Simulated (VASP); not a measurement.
Wanted: the native input for a VASP 6.6.1 run.

```yaml
Task: single point
Functional: LDA
Potentials_or_basis: VASP PAW LDA potentials, release 64 (Mn_pv)
Cutoff: 520 eV
k_mesh: 4 × 4 × 4
Occupations: methfessel-paxton, width 0.36 eV
Spin: collinear spin, antiferromagnetic start
Starting_moments: "[-1.72, 1.72] μB"
Dipole_correction: no
Further_INCAR_settings: ALGO = Normal; EDIFF = 1e-06; NBANDS = 24
```

The structure of Mn lies in POSCAR:

```
Mn
1.0
   -2.2001468975      2.2001468975      1.2332440300
    2.2001468975     -2.2001468975      1.2332440300
    2.2001468975      2.2001468975     -1.2332440300
Mn
2
Direct
    0.7500000000      0.2500000000      0.5000000000
    0.0000000000      0.0000000000      0.0000000000
```

The input as run:

INCAR

```
  PREC = Accurate
  ENCUT = 520
  EDIFF = 1E-6
  ISMEAR = 1
  SIGMA = 0.36
  LREAL = False
  LASPH = True
  NELM = 150
  ALGO = Normal
  ISIF = 2
  LWAVE = False
  LCHARG = False
  ISPIN = 2
  MAGMOM = -1.72 1.72
  LORBIT = 11
  LMAXMIX = 4
  GGA = CA
  NBANDS = 24
```

KPOINTS

```
regular mesh
0
Gamma
  4 4 4
```

Potentials or basis: VASP PAW LDA potentials, release 64 (Mn_pv).

Run with:

```console
$ cat potpaw_LDA.64/Mn_pv/POTCAR > POTCAR
$ mpirun -np 1 vasp_std > vasp.out
```

Results of the run:

```yaml
Pressure: -12.5 GPa
Band_gap_on_the_k_mesh: zero (filled and empty bands overlap)
Net_moment: 0.00 μB per cell
Site_moments: Mn -1.46, +1.46 μB
Valence_electrons_inside_the_program's_atomic_spheres: Mn 11.94
```

Caveat: the k points lie up to 0.73 Å⁻¹ apart.

Run time: 26 s on 1 thread of Intel Xeon 6975P-C, with other jobs on the host, peak memory 0.15 GiB.
